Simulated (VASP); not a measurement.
Input of a VASP 6.6.1 run:

INCAR

```
PREC = Accurate
ENCUT = 520
EDIFF = 1E-6
ISMEAR = -1
SIGMA = 0.05
LREAL = False
LASPH = True
NELM = 60
ALGO = Normal
ISIF = 2
LWAVE = False
LCHARG = True
GGA = PE
LELF = True
LVHAR = True
NBANDS = 31
```

KPOINTS

```
regular mesh
0
Gamma
  5 4 4
```

POSCAR

```
HPbNO4
1.0
    3.9327180290      0.0018149108     -0.0372974370
    0.1769334131      4.4193690330     -0.0167930232
    0.7728971078      0.8551798626      5.9918771045
H Pb N O
1 1 1 4
Direct
    0.6151100000      0.8955900000      0.1984400000
    0.6459700000      0.4465100000      0.9168500000
    0.7147400000      0.2381000000      0.5005800000
    0.1695800000      0.4700700000      0.7776800000
    0.6291900000      0.9704500000      0.4984500000
    0.5642400000      0.9258300000      0.0384900000
    0.7802200000      0.4225000000      0.3195100000
```

Potentials or basis: VASP PAW PBE potentials, release 64 (H, Pb_d, N, O).

The run is started by

```sh
$ cat potpaw_PBE.64/H/POTCAR potpaw_PBE.64/Pb_d/POTCAR potpaw_PBE.64/N/POTCAR potpaw_PBE.64/O/POTCAR > POTCAR
$ mpirun -np 1 vasp_std > vasp.out
```

**Question.** What does it give for the band gap on the k mesh?

**Answer.** 0.23 eV (least direct gap 0.41 eV).

**Question.** Estimate the largest force.

**Answer.** 1.095 eV/Å.

Forces in eV/Å, atoms in the order of the input:
```
H   -0.197 -0.002 -0.646
Pb  -0.004 -0.005 -0.017
N   -0.216 -0.475 -0.840
O    0.017 -0.014  0.240
O    0.341  1.039 -0.059
O    0.256  0.006  0.540
O   -0.197 -0.548  0.781
```

Caveat: the standard files for N, O and F lose accuracy on very short bonds; the cell stands under tension; spin-orbit coupling is left out, which moves the levels of the heavy elements; an odd mesh through Γ misses points on the zone boundary, where band edges can lie; forces of over 1 eV/Å act on the atoms, so gaps and moduli don't describe the material at rest.
